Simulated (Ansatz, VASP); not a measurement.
**One calculation of Na, two programs**

```
Na
1.0
    -2.02990    2.02990    2.02990
     2.02990   -2.02990    2.02990
     2.02990    2.02990   -2.02990
Na
1
Direct
  0.00000 0.00000 0.00000
```

Alike in both runs: task single point; functional LDA; k mesh 12 × 12 × 12; occupations fermi-dirac, width 0.1 eV; no spin polarisation.

|  | VASP | Ansatz |
| --- | --- | --- |
| version | VASP 6.6.1 | Ansatz 0.2.0 |
| potentials or method | VASP PAW LDA potentials, release 64 (Na_pv), cutoff 520 eV | all-electron LAPW, scalar-relativistic |

|  | VASP | Ansatz | Ansatz less VASP |
| --- | --- | --- | --- |
| pressure (GPa) | -0.1 | 0.0 | +0.03 |

LDA's correlation is that of Perdew and Zunger in VASP and of Perdew and Wang (1992) in Ansatz. Ansatz ran all-electron here, and VASP with PAW potentials. Ansatz's warnings: optics on partly filled bands.
